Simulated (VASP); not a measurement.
C, 2 atoms in the cell. It takes space group R-3m (No. 166, trigonal). The conventional cell has a = 2.445 Å, b = 2.445 Å, c = 9.918 Å, α = 90.00°, β = 90.00°, γ = 120.00°. C (site symmetry 3m) has 3 C at 1.41 Å within 1.9 Å. 

```yaml
Program: VASP 6.6.1
Task: single point
Functional: LDA
Potentials_or_basis: VASP PAW LDA potentials, release 64 (C)
Cutoff: 520 eV
k_mesh: 12 × 12 × 12
Occupations: gaussian, width 0.02 eV
Spin: no spin polarisation
Dipole_correction: no
Further_INCAR_settings: ALGO = Normal; EDIFF = 1e-07; NBANDS = 11
```

Potentials or basis: VASP PAW LDA potentials, release 64 (C).

Command:

```bash
$ cat potpaw_LDA.64/C/POTCAR > POTCAR
$ mpirun -np 1 vasp_std > vasp.out
```

Hardware: 1 thread of Intel(R) Xeon(R) 6975P-C (Granite Rapids), on a shared host.

Problem. How long does it take, and how much memory?

Solution. Wall time 22 s on 1 thread of Intel(R) Xeon(R) 6975P-C (Granite Rapids) (shared host), peak memory 0.14 GiB. Counts: scf iterations 12, k points 189.
